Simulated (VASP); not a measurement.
Crystal: Lu.

```
CELL_PARAMETERS angstrom
3.50708 0.00000 0.00000
-1.75354 3.03722 0.00000
0.00000 0.00000 5.47729
ATOMIC_POSITIONS crystal
Lu 0.33333 0.66667 0.25000
Lu 0.66667 0.33333 0.75000
```

Base run:

* Program: VASP 6.6.1
* Functional: PBE
* Potentials or basis: VASP PAW PBE potentials, release 64 (Lu)
* Cutoff: 520 eV
* k mesh: 10 × 10 × 6
* Occupations: fermi-dirac, width 0.3 eV
* Spin: no spin polarisation

Its results: band gap on the k mesh zero (bands 25 and 26 overlap by 1.84 eV); pressure 0.9 GPa.

Problem. The run is repeated on the same cell with these changes: occupations from fermi-dirac, width 0.3 eV to fermi-dirac, width 0.2 eV. What comes out?

Solution. Band gap on the k mesh zero (bands 25 and 26 overlap by 1.84 eV); pressure 0.5 GPa.

Caveats: spin-orbit coupling is left out, which moves the levels of the heavy elements; so wide a smearing shifts energies and pressures (at least some runs).
